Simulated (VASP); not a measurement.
The system is MgS.

```
Mg S
1.0
     0.00000    2.88749    2.88749
     2.88749    0.00000    2.88749
     2.88749    2.88749    0.00000
Mg S
1 1
Direct
  0.00000 0.00000 0.00000
  0.25000 0.25000 0.25000
```

This cell differs from its parent crystal: strain +2.0%.

Base run:

```yaml
Program: VASP 6.6.1
Functional: HSE06
Potentials_or_basis: VASP PAW PBE potentials, release 64 (Mg, S)
Cutoff: 520 eV
k_mesh: 6 × 6 × 6
Occupations: gaussian, width 0.01 eV
Spin: no spin polarisation
```

Its results: band gap on the k mesh 4.20 eV.

Question: The run is repeated on the same cell with these changes: functional from HSE06 to r2SCAN; further incar settings from ALGO = Normal; EDIFF = 1e-06; NBANDS = 11 to ALGO = Normal; EDIFF = 1e-08. What comes out?

Answer: Band gap on the k mesh 3.82 eV.

Caveats: the structure was generated, so it needn't be the stable form of MgS; the cell stands under tension (at least some runs).

